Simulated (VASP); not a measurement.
Lu, 2 atoms in the cell. The typed cell holds 2 atoms: a = 3.503 Å, b = 3.503 Å, c = 5.551 Å, α = 90.00°, β = 90.00°, γ = 120.00°. 

- Program: VASP 6.6.1
- Task: single point
- Functional: PBEsol
- Potentials or basis: VASP PAW PBE potentials, release 64 (Lu)
- Cutoff: 520 eV
- k mesh: 7 × 7 × 4
- Occupations: fermi-dirac, width 0.05 eV
- Spin: no spin polarisation
- Dipole correction: no
- Further INCAR settings: ALGO = Normal; EDIFF = 1e-07; NBANDS = 32

Potentials or basis: VASP PAW PBE potentials, release 64 (Lu).

Command:

```console
$ cat potpaw_PBE.64/Lu/POTCAR > POTCAR
$ mpirun -np 1 vasp_std > vasp.out
```

Hardware: 1 thread of Intel(R) Xeon(R) Platinum 8259CL CPU @ 2.50GHz (Skylake/Cascade Lake), with other jobs on the host.

**Question.** How long does it take, and how much memory?

**Answer.** Run time: 2.7 min on 1 thread of Intel(R) Xeon(R) Platinum 8259CL CPU @ 2.50GHz (Skylake/Cascade Lake), with other jobs on the host, peak memory 0.25 GiB. Counts: scf iterations 14, k points 75.
